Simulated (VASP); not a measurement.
K:

```xyz
1
Lattice="0.0000 2.7762 2.7762 2.7762 0.0000 2.7762 2.7762 2.7762 0.0000" Properties=species:S:1:pos:R:3 pbc="T T T"
K     0.0000    0.0000    0.0000
```

This cell differs from its parent crystal: volume scaled by 0.6.

Base run:

```yaml
Program: VASP 6.6.1
Functional: PBEsol
Potentials_or_basis: VASP PAW PBE potentials, release 64 (K_sv)
Cutoff: 520 eV
k_mesh: 11 × 11 × 11
Occupations: fermi-dirac, width 0.1 eV
Spin: no spin polarisation
```

Its results: pressure 4.8 GPa.

The run is repeated on the same cell with these changes: further incar settings from ALGO = Normal; EDIFF = 1e-06; NBANDS = 10 to ALGO = Normal; EDIFF = 1e-07; NBANDS = 10; dispersion from none to D3(BJ). What comes out?

Pressure 3.9 GPa.

Caveats: the PAW data sets were made with another functional, which shifts forces and pressure a little; three body term missing (some runs); pairwise dispersion overbinds metals, which lowers pressure and volume (some runs).
